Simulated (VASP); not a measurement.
## MgO: single point with PBEsol

**What was measured.**

From “Electronic structure of alkaline earth and post-transition metal oxides”, 2009, arxiv:0908.1581, for a bulk crystal of MgO: band gap 7.83 eV.

Crystal: MgO.

```
Mg O
1.0
     0.00000    2.10709    2.10709
     2.10709    0.00000    2.10709
     2.10709    2.10709    0.00000
Mg O
1 1
Cartesian
  0.0000 0.0000 0.0000
  2.1071 2.1071 2.1071
```

```yaml
Program: VASP 6.6.1
Task: single point
Functional: PBEsol
Potentials_or_basis: VASP PAW PBE potentials, release 64 (Mg, O)
Cutoff: 600 eV
k_mesh: 10 × 10 × 10
Occupations: fermi-dirac, width 0.05 eV
Spin: no spin polarisation
```

| Item | Value |
| --- | --- |
| Pressure | -0.7 GPa |
| Band gap on the k mesh | 4.62 eV, direct |

Levels at points of the mesh, in eV from the valence-band top:
```csv
k point,band 1,band 2,band 3,band 4,band 5,band 6,band 7,band 8
"(0.00, 0.00, 0.00)",-17.20,0.00,0.00,0.00,4.62,15.63,15.63,15.63
"(0.50, 0.00, 0.00)",-15.89,-4.67,-0.66,-0.66,7.74,12.49,16.16,16.16
"(0.50, 0.50, 0.00)",-15.62,-4.14,-1.36,-1.36,8.92,9.86,12.96,18.82
```

It took 15 s on 1 thread of Intel Xeon 8259CL, with other jobs on the host, peak memory 0.15 GiB.

Measured gap of MgO: 7.83 eV (quoted in “Electronic structure of alkaline earth and post-transition metal oxides”, 2009, arxiv:0908.1581). This calculation gives 4.62 eV (-3.21 eV). The value is that of PBEsol, without temperature or zero-point motion. Semilocal functionals fall short of measured gaps as a rule.

Caveat: the PAW data sets were made with another functional, which shifts forces and pressure a little.
